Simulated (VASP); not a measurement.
# TiAl3 (I4/mmm) in VASP: a series of runs, part 2 of 2

VASP 6.6.1.

## (3) Single point, LDA (12.72 Å³/atom)

This run uses another cell than the first one, of 12.72 Å³/atom.

File INCAR:

```
SYSTEM = TiAl3
PREC     = Accurate       ! precision mode
ENCUT    = 520            ! plane-wave cutoff, eV
EDIFF    = 1E-6           ! SCF threshold, eV
ISMEAR   = 0              ! smearing method
SIGMA    = 0.15           ! smearing width, eV
LREAL    = .False.        ! projectors in reciprocal space
LASPH    = .True.         ! aspherical terms in the spheres
NELM     = 100            ! most SCF steps
ALGO     = Fast           ! electronic algorithm
ISIF     = 2              ! what is computed and relaxed
LWAVE    = .False.        ! write WAVECAR
LCHARG   = .False.        ! write CHGCAR
GGA      = CA             ! functional
NBANDS   = 18             ! bands
```

File KPOINTS:

```
Automatic mesh
0
Gamma
  16 16 16
  0 0 0
```

File POSCAR:

```
TiAl3
1.0
   -1.7986261050      1.7986261050      3.9316168030
    1.7986261050     -1.7986261050      3.9316168030
    1.7986261050      1.7986261050     -3.9316168030
Ti Al
1 3
Direct
    0.0000000000      0.0000000000      0.0000000000
    0.5000000000      0.5000000000      0.0000000000
    0.7500000000      0.2500000000      0.5000000000
    0.2500000000      0.7500000000      0.5000000000
```

Potentials or basis: VASP PAW LDA potentials, release 64 (Ti_sv, Al).

Run with:

```sh
$ cat potpaw_LDA.64/Ti_sv/POTCAR potpaw_LDA.64/Al/POTCAR > POTCAR
$ mpirun -np 1 vasp_std > vasp.out
```

OUTCAR:

```text
SYSTEM = TiAl3
   PREC = Accurate
   ENCUT = 520
   EDIFF = 1E-6
   ISMEAR = 0
   LREAL = .False.
   LASPH = .True.
   NELM = 100
   ISIF = 2
   GGA = CA

 ion  position               nearest neighbor table
   1  0.000  0.000  0.000-   2 2.54   2 2.54   2 2.54   2 2.54   3 2.66   3 2.66   4 2.66   4 2.66
                             4 2.66   3 2.66   4 2.66   3 2.66
   2  0.500  0.500  0.000-   1 2.54   1 2.54   1 2.54   1 2.54   4 2.66   4 2.66   3 2.66   3 2.66
                             4 2.66   3 2.66   4 2.66   3 2.66
   3  0.750  0.250  0.500-   4 2.54   4 2.54   4 2.54   4 2.54   2 2.66   2 2.66   1 2.66   1 2.66
                             2 2.66   1 2.66   2 2.66   1 2.66
   4  0.250  0.750  0.500-   3 2.54   3 2.54   3 2.54   3 2.54   1 2.66   1 2.66   2 2.66   2 2.66
                             2 2.66   1 2.66   2 2.66   1 2.66

  LATTYP: Found a body centered tetragonal cell.
 ALAT       =     3.5972522100
 C/A-ratio  =     2.1859000000

  Lattice vectors:

 A1 = (  -1.7986261050,   1.7986261050,   3.9316168030)
 A2 = (   1.7986261050,  -1.7986261050,   3.9316168030)
 A3 = (   1.7986261050,   1.7986261050,  -3.9316168030)

Analysis of symmetry for initial positions (statically):
=====================================================================
 Subroutine PRICEL returns:
 Original cell was already a primitive cell.

 Routine SETGRP: Setting up the symmetry group for a
 body centered tetragonal supercell.

 Subroutine GETGRP returns: Found 16 space group operations
 (whereof 16 operations were pure point group operations)
 out of a pool of 16 trial point group operations.

The static configuration has the point symmetry D_4h.

Analysis of symmetry for dynamics (positions and initial velocities):
=====================================================================
 Subroutine PRICEL returns:
 Original cell was already a primitive cell.

 Routine SETGRP: Setting up the symmetry group for a
 body centered tetragonal supercell.

 Subroutine GETGRP returns: Found 16 space group operations
 (whereof 16 operations were pure point group operations)
 out of a pool of 16 trial point group operations.

The dynamic configuration has the point symmetry D_4h.

 Subroutine INISYM returns: Found 16 space group operations
 (whereof 16 operations are pure point group operations),
 and found     1 'primitive' translations

----------------------------------------------------------------------------------------

                                     Primitive cell

  volume of cell :      50.8760

  direct lattice vectors                    reciprocal lattice vectors
    -1.798626105  1.798626105  3.931616803     0.000000000  0.277989961  0.127174144
     1.798626105 -1.798626105  3.931616803     0.277989961  0.000000000  0.127174144
     1.798626105  1.798626105 -3.931616803     0.277989961  0.277989961  0.000000000

  length of vectors
     4.682704605  4.682704605  4.682704605     0.305698677  0.305698677  0.393137172

  position of ions in fractional coordinates (direct lattice)
     0.000000000  0.000000000  0.000000000
     0.500000000  0.500000000  0.000000000
     0.750000000  0.250000000  0.500000000
     0.250000000  0.750000000  0.500000000

  ion indices of the primitive-cell ions
   primitive index   ion index
                 1           1
                 2           2
                 3           3
[... 23 lines left out ...]
 Subroutine IBZKPT returns following result:
 ===========================================

 Found    349 irreducible k-points:

 Following reciprocal coordinates:
            Coordinates               Weight
  0.000000  0.000000  0.000000      1.000000
  0.062500  0.000000  0.000000      8.000000
  0.125000  0.000000  0.000000      8.000000
  0.187500 -0.000000  0.000000      8.000000
  0.250000  0.000000  0.000000      8.000000
  0.312500  0.000000  0.000000      8.000000
[... 16 lines left out ...]
 -0.125000  0.062500  0.000000     16.000000
 -0.062500  0.062500  0.000000      4.000000
 [... further k-points ...]
   k-points           NKPTS =    349   k-points in BZ     NKDIM =    349   number of bands    NBANDS=     18
   number of dos      NEDOS =    301   number of ions     NIONS =      4
   total plane-waves  NPLWV =  46656
   dimension x,y,z NGX =    36 NGY =   36 NGZ =   36
   dimension x,y,z NGXF=    72 NGYF=   72 NGZF=   72
   ions per type =               1   3
   NGX,Y,Z   is equivalent  to a cutoff of  12.78, 12.78, 12.78 a.u.
   NGXF,Y,Z  is equivalent  to a cutoff of  25.56, 25.56, 25.56 a.u.
 SYSTEM =  TiAl3
   PREC   = accura    normal or accurate (medium, high low for compatibility)
   ISTART =      0    job   : 0-new  1-cont  2-samecut
   ICHARG =      2    charge: 1-file 2-atom 10-const
   ISPIN  =      1    spin polarized calculation?
   LNONCOLLINEAR =      F non collinear calculations
   LSORBIT =      F    spin-orbit coupling
   LASPH  =      T    aspherical Exc in radial PAW
   ENCUT  =  520.0 eV  38.22 Ry    6.18 a.u.   8.71  8.71  8.71*2*pi/ulx,y,z
   NELM   =    100;   NELMIN=  2; NELMDL= -5     # of ELM steps
   EDIFF  = 0.1E-05   stopping-criterion for ELM
   LREAL  =      F    real-space projection
   EDIFFG = 0.1E-04   stopping-criterion for IOM
   NSW    =      0    number of steps for IOM
   IBRION =     -1    ionic relax: 0-MD 1-quasi-New 2-CG
   NFREE  =      0    steps in history (QN), initial steepest desc. (CG)
   ISIF   =      2    stress and relaxation
   ISYM   =      2    0-nonsym 1-usesym 2-fastsym
   POTIM  = 0.5000    time-step for ionic-motion
   TEBEG  =    0.0;   TEEND  =   0.0 temperature during run
   PSTRESS=    0.0 pullay stress
   NELECT =      21.0000    total number of electrons
   NUPDOWN=      -1.0000    fix difference up-down
   EMIN   =  10.00;   EMAX   =-10.00  energy-range for DOS
   EFERMI =   0.00;   METHOD = LEGACY
   ISMEAR =     0;   SIGMA  =   0.15  broadening in eV -4-tet -1-fermi 0-gaus
   EFERMI_NEDOS =   21; number of points for ismear=-14 and -15
   IALGO  =     68    algorithm
   IMIX   =      4    mixing-type and parameters
     AMIX     =   0.40;   BMIX     =  1.00
     AMIX_MAG =   1.60;   BMIX_MAG =  1.00
  volume/ion in A,a.u.               =      12.72        85.83
  Fermi-wavevector in a.u.,A,eV,Ry     =   1.218925  2.303434 20.215235  1.485778
  Thomas-Fermi vector in A             =   2.354195
   LORBIT       =      0    0 simple, 1 ext, 2 COOP (PROOUT), +10 PAW based schemes
   GGA     = CA    functional components
   LHFCALC =     F    Hartree Fock is set to
   AEXX    =    0.0000 exact exchange contribution
   IVDW    =     0    specifies the selected vdW correction
   LEPSILON=     F    determine dielectric tensor
   LRPA    =     F    only Hartree local field effects (RPA)
 non-spin polarized calculation
 RMM-DIIS sequential band-by-band and
 Gauss-broadening in eV      SIGMA  =   0.15
  energy-cutoff  :      520.00
  volume of cell :       50.88
 maximum number of plane-waves:      1394
   NGX = 17   NGY = 17   NGZ = 17

 number of electron      21.0000000 magnetization

 Free energy of the ion-electron system (eV)
  ---------------------------------------------------
  ext. energy  EPLUGINS =         0.00000000
  ---------------------------------------------------
  free energy    TOTEN  =       -22.01550955 eV

  energy without entropy =      -21.99732197  energy(sigma->0) =      -22.00641576

 E-fermi :  10.3870     XC(G=0): -11.8553

 val. band max:       10.3803405920   @ k =  -0.3125  -0.3750   0.3125
 cond. band min:      10.3878060638   @ k =  -0.2500  -0.3750   0.2500
 fundamental gap:      0.0074654717
 Fermi energy:        10.3869994442

 k-point     1 :       0.0000    0.0000    0.0000
  band No.  band energies     occupation
      1     -44.7485      2.00000
      2     -21.5202      2.00000
      3     -21.5202      2.00000
      4     -21.4394      2.00000
      5      -0.7789      2.00000
      6       7.4904      2.00000
[... 481 lines left out ...]
      5      -0.6847      2.00000
      6       7.5694      2.00000
[... 10 lines left out ...]
     17      15.6006      0.00000
     18      15.6473      0.00000

 [... further k-points ...]
[... 5 lines left out ...]
  --------------------------------------------------------------------------------------
  -------------------------------------------------------------------------------------
  Total        8.5891365      8.5891365     10.5821094      0.0000000      0.0000000      0.0000000
  in kB      270.4874564    270.4874564    333.2497801      0.0000000      0.0000000      0.0000000
  external PRESSURE =     291.4082310 kB  Pullay stress =       0.0000000 kB

 VOLUME and BASIS-vectors are now :
 -----------------------------------------------------------------------------
  energy-cutoff  :      520.00
  volume of cell :       50.88
      direct lattice vectors                 reciprocal lattice vectors
    -1.798626105  1.798626105  3.931616803     0.000000000  0.277989961  0.127174144
     1.798626105 -1.798626105  3.931616803     0.277989961  0.000000000  0.127174144
     1.798626105  1.798626105 -3.931616803     0.277989961  0.277989961  0.000000000

 POSITION                                       TOTAL-FORCE (eV/Angst)
 -----------------------------------------------------------------------------------
      0.00000      0.00000      0.00000        -0.000000     -0.000000      0.000000
      0.00000      0.00000      3.93162        -0.000000     -0.000000      0.000000
      0.00000      1.79863      1.96581        -0.000000      0.000000      0.000000
      1.79863      0.00000      1.96581         0.000000     -0.000000     -0.000000
 -----------------------------------------------------------------------------------
    total drift:                               -0.000000      0.000000      0.000000

  FREE ENERGIE OF THE ION-ELECTRON SYSTEM (eV)
  ---------------------------------------------------
  free  energy   TOTEN  =       -22.0155095482 eV

  energy  without entropy=      -21.9973219670  energy(sigma->0) =      -22.00641576
```

Run time: 8 min. Hardware: 1 thread of Intel Xeon Platinum 8488C (Sapphire Rapids), shared host; peak memory 0.4 GiB.

Results:

```yaml
Free_energy: -22.0155 eV
Pressure: 29.1 GPa
Band_gap_on_the_k_mesh: zero (an odd number of electrons rules out a gap without spin polarisation)
```

Stress tensor (GPa, compression positive):
```
27.05  0.00  0.00
 0.00 27.05  0.00
 0.00  0.00 33.32
```

Levels at points of the mesh, in eV from the Fermi level:
| k point | band 7 | band 8 | band 9 | band 10 | band 11 | band 12 | band 13 | band 14 | band 15 | band 16 |
| --- | --- | --- | --- | --- | --- | --- | --- | --- | --- | --- |
| (0.00, 0.00, 0.00) | -2.63 | -1.92 | -1.54 | -1.54 | 0.95 | 2.15 | 2.15 | 2.39 | 3.72 | 4.93 |
| (0.50, 0.00, 0.00) | -4.06 | -2.72 | -1.32 | -0.32 | 0.53 | 2.26 | 2.35 | 3.42 | 3.50 | 5.60 |
| (0.50, 0.50, 0.00) | -4.75 | -4.22 | -2.80 | -2.23 | -1.16 | 2.25 | 2.41 | 3.36 | 3.65 | 4.32 |
| (0.50, 0.50, 0.50) | -2.50 | -0.92 | -0.92 | -0.35 | 0.74 | 0.74 | 1.16 | 3.55 | 6.59 | 7.28 |

Caveat: the cell stands under pressure.

## (4) Single point, LDA (12.72 Å³/atom)

This run uses another cell than the first one, of 12.72 Å³/atom.

File INCAR:

```
ALGO = Fast
EDIFF = 1E-7
ENCUT = 520
GGA = CA
ISIF = 2
ISMEAR = 0
LASPH = True
LCHARG = False
LREAL = False
LWAVE = False
NBANDS = 18
NELM = 80
PREC = Accurate
SIGMA = 0.15
```

File KPOINTS:

```
k-points
0
Gamma
  16 16 16
```

File POSCAR:

```
TiAl3
1.0
   -1.8309679917      1.8309679917      3.7939487756
    1.8309679917     -1.8309679917      3.7939487756
    1.8309679917      1.8309679917     -3.7939487756
Ti Al
1 3
Direct
    0.0000000000      0.0000000000      0.0000000000
    0.5000000000      0.5000000000      0.0000000000
    0.7500000000      0.2500000000      0.5000000000
    0.2500000000      0.7500000000      0.5000000000
```

Potentials or basis: VASP PAW LDA potentials, release 64 (Ti_sv, Al).

Run with:

```sh
$ cat potpaw_LDA.64/Ti_sv/POTCAR potpaw_LDA.64/Al/POTCAR > POTCAR
$ mpirun -np 1 vasp_std > vasp.out
```

OUTCAR:

```text
EDIFF = 1E-7
   ENCUT = 520
   GGA = CA
   ISIF = 2
   ISMEAR = 0
   LASPH = True
   LREAL = False
   NELM = 80
   PREC = Accurate

 ion  position               nearest neighbor table
   1  0.000  0.000  0.000-   2 2.59   2 2.59   2 2.59   2 2.59   4 2.64   3 2.64   4 2.64   4 2.64
                             3 2.64   3 2.64   4 2.64   3 2.64
   2  0.500  0.500  0.000-   1 2.59   1 2.59   1 2.59   1 2.59   4 2.64   3 2.64   4 2.64   3 2.64
                             4 2.64   4 2.64   3 2.64   3 2.64
[... 712 lines left out ...]
  --------------------------------------------------------------------------------------
  -------------------------------------------------------------------------------------
  Total        7.3786919      7.3786919     13.3286532      0.0000000     -0.0000000      0.0000000
  in kB      232.3683650    232.3683650    419.7434149      0.0000000     -0.0000000      0.0000000
  external PRESSURE =     294.8267150 kB  Pullay stress =       0.0000000 kB

 VOLUME and BASIS-vectors are now :
 -----------------------------------------------------------------------------
  energy-cutoff  :      520.00
  volume of cell :       50.88
      direct lattice vectors                 reciprocal lattice vectors
    -1.830967992  1.830967992  3.793948776     0.000000000  0.273079596  0.131788811
     1.830967992 -1.830967992  3.793948776     0.273079596  0.000000000  0.131788811
     1.830967992  1.830967992 -3.793948776     0.273079596  0.273079596  0.000000000

 POSITION                                       TOTAL-FORCE (eV/Angst)
 -----------------------------------------------------------------------------------
      0.00000      0.00000      0.00000         0.000000     -0.000000     -0.000000
      0.00000      0.00000      3.79395         0.000000     -0.000000     -0.000000
     -0.00000      1.83097      1.89697        -0.000000     -0.000000      0.000000
      1.83097     -0.00000      1.89697         0.000000      0.000000      0.000000
 -----------------------------------------------------------------------------------
    total drift:                               -0.000000      0.000000      0.000000

  FREE ENERGIE OF THE ION-ELECTRON SYSTEM (eV)
  ---------------------------------------------------
  free  energy   TOTEN  =       -21.8707694255 eV

  energy  without entropy=      -21.8481505036  energy(sigma->0) =      -21.85945996
```

OSZICAR:

```text
N       E                     dE             d eps       ncg     rms          rms(c)
DAV:   1     0.130383016875E+03    0.13038E+03   -0.94042E+03 12564   0.112E+03
DAV:   2    -0.146161410401E+02   -0.14500E+03   -0.14101E+03 12756   0.300E+02
DAV:   3    -0.232853771671E+02   -0.86692E+01   -0.85023E+01 19040   0.677E+01
[... 32 lines left out ...]
RMM:  36    -0.218707690623E+02   -0.12314E-06   -0.14634E-06 11157   0.271E-03    0.414E-04
RMM:  37    -0.218707691775E+02   -0.11515E-06   -0.13732E-06 10999   0.257E-03    0.406E-04
RMM:  38    -0.218707692688E+02   -0.91341E-07   -0.11151E-06 10946   0.250E-03    0.430E-04
RMM:  39    -0.218707693575E+02   -0.88657E-07   -0.10599E-06 10673   0.239E-03    0.439E-04
RMM:  40    -0.218707694255E+02   -0.68077E-07   -0.86588E-07 10611   0.235E-03
   1 F= -.21870769E+02 E0= -.21859460E+02  d E =-.226189E-01
```

stdout:

```text
POSCAR found type information on POSCAR TiAl
 POSCAR found :  2 types and       4 ions
 scaLAPACK will be used
 LDA part: xc-table for (Slater(with rela. corr.)+CA(PZ))
 , standard interpolation
[... 58 lines left out ...]
WARNING in EDDRMM: call to ZHEGV failed, returncode =   6  3      5
 num prob  num prob  num prob  num prob  num prob  num prob  num prob RMM:  35    -0.218707689392E+02   -0.15441E-06   -0.18173E-06 11813   0.282E-03    0.396E-04
 num prob  num prob  num prob  num prob  num prob  num prob  num prob  num prob WARNING in EDDRMM: call to ZHEGV failed, returncode =   8  4     17
WARNING in EDDRMM: call to ZHEGV failed, returncode =   6  3      9
 num prob  num prob  num prob  num prob  num prob  num prob  num prob  num prob  num prob WARNING in EDDRMM: call to ZHEGV failed, returncode =   6  3      5
WARNING in EDDR
```

Wall time 13 min (1 thread of Intel Xeon Platinum 8488C (Sapphire Rapids), shared host); peak memory 0.4 GiB.

Results:

- Free energy: -21.8708 eV
- Pressure: 29.5 GPa
- Band gap on the k mesh: zero (an odd number of electrons rules out a gap without spin polarisation)

Caveat: the cell stands under pressure.

## (5) Single point, LDA (12.72 Å³/atom)

This run uses another cell than the first one, of 12.72 Å³/atom.

File INCAR:

```
SYSTEM = TiAl3
PREC = Accurate
ENCUT = 520
EDIFF = 1E-6
ISMEAR = 0
SIGMA = 0.15
LREAL = .FALSE.
LASPH = .TRUE.
NELM = 100
ALGO = Fast
ISIF = 2
LWAVE = .FALSE.
LCHARG = .TRUE.
LELF = .TRUE.
LVHAR = .TRUE.
NBANDS = 18
```

File KPOINTS:

```
regular mesh
0
G
  16 16 16
  0 0 0
```

File POSCAR:

```
TiAl3
1.0
   -1.7356681980      1.7356681980      4.2220128917
    1.7356681980     -1.7356681980      4.2220128917
    1.7356681980      1.7356681980     -4.2220128917
Ti Al
1 3
Direct
    0.0000000000      0.0000000000      0.0000000000
    0.5000000000      0.5000000000      0.0000000000
    0.7500000000      0.2500000000      0.5000000000
    0.2500000000      0.7500000000      0.5000000000
```

Run with:

```sh
$ cat potpaw_LDA.64/Ti_sv/POTCAR potpaw_LDA.64/Al/POTCAR > POTCAR
$ mpirun -np 1 vasp_std > vasp.out
```

It took 9.9 min on 1 thread of Intel Xeon Platinum 8488C (Sapphire Rapids), shared host; peak memory 0.41 GiB.

Results (log left out):

```yaml
Free_energy: -21.7996 eV
Pressure: 30.4 GPa
Band_gap_on_the_k_mesh: zero (an odd number of electrons rules out a gap without spin polarisation)
```

Stress tensor (GPa, compression positive):
```
39.26  0.00  0.00
 0.00 39.26  0.00
 0.00  0.00 12.60
```

Levels at points of the mesh, in eV from the Fermi level:
| k point | band 6 | band 7 | band 8 | band 9 | band 10 | band 11 | band 12 | band 13 | band 14 | band 15 |
| --- | --- | --- | --- | --- | --- | --- | --- | --- | --- | --- |
| (0.00, 0.00, 0.00) | -3.73 | -3.51 | -1.78 | -1.10 | -1.10 | 1.14 | 2.31 | 2.81 | 2.81 | 4.27 |
| (0.50, 0.00, 0.00) | -7.70 | -4.22 | -3.22 | -0.95 | -0.74 | 0.80 | 2.60 | 2.92 | 3.29 | 3.62 |
| (0.50, 0.50, 0.00) | -4.93 | -4.62 | -4.35 | -2.56 | -2.50 | -1.47 | 2.53 | 2.57 | 2.73 | 3.34 |
| (0.50, 0.50, 0.50) | -8.37 | -2.15 | -0.49 | -0.26 | -0.26 | 0.83 | 0.83 | 1.24 | 3.11 | 5.69 |

Caveat: the cell stands under pressure.

## (6) The runs side by side

| cell | gap on the mesh (eV) | pressure (GPa) |
| --- | --- | --- |
| a = 5.013 Å, angles 135.7, 135.7, 64.4°, 4 atoms | none | 0.1 |
| a = 4.683 Å, angles 134.8, 134.8, 65.8°, 4 atoms | none | 29.1 |
| a = 4.593 Å, angles 133.0, 133.0, 68.6°, 4 atoms | none | 29.5 |
| a = 4.884 Å, angles 138.4, 138.4, 60.3°, 4 atoms | none | 30.4 |

Alike in all rows: task single point; level LDA; potentials or basis VASP PAW LDA potentials, release 64 (Ti_sv, Al); no spin polarisation; k mesh 16 × 16 × 16; cutoff (eV) 520; smearing gaussian 0.15 eV.

Caveats: the cell stands under pressure (at least some runs).

Absolute energies hang on the potentials; compare differences alone.
